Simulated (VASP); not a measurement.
# Ge: single point with PBEsol

Ge:

```xyz
8
Lattice="4.1243 0.0000 0.0000 -2.0621 3.3637 0.0000 0.0000 0.0000 13.1450" Properties=species:S:1:pos:R:3 pbc="T T T"
Ge    0.0000    0.0000    5.3475
Ge    0.0000    0.0000    7.7975
Ge    0.0000    0.0000   11.9200
Ge    0.0000    0.0000    1.2250
Ge    0.0000    2.2425    4.5237
Ge    2.0621    1.1212    8.6213
Ge    2.0621    1.1212   11.0963
Ge    0.0000    2.2425    2.0488
```

This cell differs from its parent crystal: strain +0.0300 x Voigt [1, -1, 0, 0, 0, 0].

```yaml
Program: VASP 6.6.1
Task: single point
Functional: PBEsol
Potentials_or_basis: VASP PAW PBE potentials, release 64 (Ge_d)
Cutoff: 520 eV
k_mesh: 12 × 12 × 4
Occupations: gaussian, width 0.15 eV
Spin: no spin polarisation
Dipole_correction: no
Further_INCAR_settings: ALGO = Fast; EDIFF = 1e-07; NBANDS = 66
```

```json
{
 "Pressure": "0.2 GPa",
 "Largest force": "0.489 eV/Å",
 "Band gap on the k mesh": "zero (bands 56 and 57 overlap by 0.04 eV)"
}
```

Forces in eV/Å, atoms in the order of the input:
```
Ge   0.000 -0.480  0.038
Ge   0.000  0.480 -0.038
Ge   0.000  0.480  0.038
Ge   0.000 -0.480 -0.038
Ge   0.000  0.488 -0.033
Ge   0.000 -0.488  0.033
Ge   0.000 -0.488 -0.033
Ge   0.000  0.488  0.033
```

Stress tensor (GPa, compression positive):
```
-3.77  0.00  0.00
 0.00  4.39  0.00
 0.00  0.00 -0.05
```

Levels at points of the mesh, in eV from the Fermi level:
```csv
k point,band 54,band 55,band 56,band 57,band 58,band 59
"(0.00, 0.00, 0.00)",-0.09,-0.07,-0.01,-0.01,0.14,0.39
"(0.50, 0.00, 0.00)",-2.23,-1.74,-1.23,0.31,0.42,0.77
"(0.00, 0.50, 0.00)",-2.34,-1.85,-1.72,-0.05,0.12,0.21
"(0.00, 0.00, 0.50)",-0.36,-0.22,-0.22,0.13,0.13,1.07
"(0.50, 0.00, 0.50)",-2.54,-1.58,-1.58,0.82,0.82,1.46
"(0.00, 0.50, 0.50)",-2.59,-2.07,-2.07,0.28,0.28,0.90
```

It took 11 min on 4 MPI ranks on Oxide Virtual Turin-like Processor (shared host), peak memory 0.99 GiB a rank.

Caveat: the cell differs from its parent crystal (strain +0.0300 x Voigt [1, -1, 0, 0, 0, 0]); the stress differs along the axes, from -4 to 4 GPa; semilocal functionals underestimate gaps, and a narrow one can read as zero; the PAW data sets were made with another functional, which shifts forces and pressure a little.
